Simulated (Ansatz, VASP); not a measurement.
## Two plane-wave programs on Te2Mo

```xyz
9
Lattice="3.5624 0.0000 0.0000 -1.7812 3.0851 0.0000 0.0000 0.0000 31.5633" Properties=species:S:1:pos:R:3 pbc="T T T"
Te    0.0000    0.0000    1.7916
Te    0.0000    2.0568    9.1213
Te    0.0000    2.0568   26.0209
Te    0.0000    2.0568    5.5424
Te    0.0000    2.0568   22.4419
Te    0.0000    0.0000   29.7717
Mo    0.0000    2.0568    0.0000
Mo    0.0000    0.0000    7.3323
Mo    0.0000    0.0000   24.2309
```

Alike in both runs: task relaxation of cell and atoms; functional PBE; k mesh 7 × 7 × 1; occupations fermi-dirac, width 0.05 eV; no spin polarisation.

```csv
,VASP,Ansatz
version,VASP 6.6.1,Ansatz 0.2.0
potentials or method,"VASP PAW PBE potentials, release 64 (Te, Mo_sv)",Ansatz PAW
plane-wave cutoff (eV),600,420
valence electrons in the cell,78,138
```

Ansatz gave:

* gap on the k mesh at the Fermi level, each at its own relaxed structure (eV): 1.30
* relaxed volume (Å³/atom): 39.11
* relaxed cell length with the largest relative difference (Å): 32.139

Question: Which values does VASP return?

Answer: gap on the k mesh at the Fermi level, each at its own relaxed structure (eV): 1.28; relaxed volume (Å³/atom): 39.47; relaxed cell length with the largest relative difference (Å): 32.468.

VASP's potentials hold 78 valence electrons a cell and Ansatz's 138, so a difference there can come from the potentials and not from the codes.

Neither program's run includes spin-orbit coupling. Noted on Ansatz's run: odd divisions of the mesh miss points on the zone boundary, where band edges often lie, so the gap on the mesh can be too wide; the plane-wave basis is chosen anew once the cell has moved, so the energies of steps on either side of that aren't comparable.
